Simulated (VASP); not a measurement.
A run of VASP 6.6.1 is set up as follows.

The input INCAR:

```
SYSTEM = Na3ZrB
PREC     = Accurate       ! precision mode
ENCUT    = 520            ! plane-wave cutoff, eV
EDIFF    = 1E-6           ! SCF threshold, eV
ISMEAR   = 0              ! smearing method
SIGMA    = 0.1            ! smearing width, eV
LREAL    = .FALSE.        ! projectors in reciprocal space
LASPH    = .TRUE.         ! aspherical terms in the spheres
NELM     = 100            ! most SCF steps
ALGO     = Normal         ! electronic algorithm
ISIF     = 2              ! what is computed and relaxed
LWAVE    = .FALSE.        ! write WAVECAR
LCHARG   = .FALSE.        ! write CHGCAR
GGA      = PE             ! functional
NBANDS   = 26             ! bands
```

File KPOINTS:

```
regular mesh
0
G
  4 4 4
  0 0 0
```

File POSCAR:

```
Na3ZrB
1.0
    4.9947232088      0.0000000000      0.0000000000
    0.0000000000      4.9947232088      0.0000000000
    0.0000000000      0.0000000000      4.9958322978
Na Zr B
3 1 1
Direct
    0.5000000000      0.5000000000      0.0000000000
    0.5000000000      0.0000000000      0.5000000000
    0.0000000000      0.5000000000      0.5000000000
    0.0000000000      0.0000000000      0.0000000000
    0.5000000000      0.5000000000      0.5000000000
```

Potentials or basis: VASP PAW PBE potentials, release 64 (Na_pv, Zr_sv, B).

The run is started by

```bash
$ cat potpaw_PBE.64/Na_pv/POTCAR potpaw_PBE.64/Zr_sv/POTCAR potpaw_PBE.64/B/POTCAR > POTCAR
$ mpirun -np 1 vasp_std > vasp.out
```

Task: Estimate the pressure.

Result: 0.1 GPa.

Task: Estimate the band gap on the k mesh.

Result: Zero (bands 18 and 19 overlap by 0.77 eV).
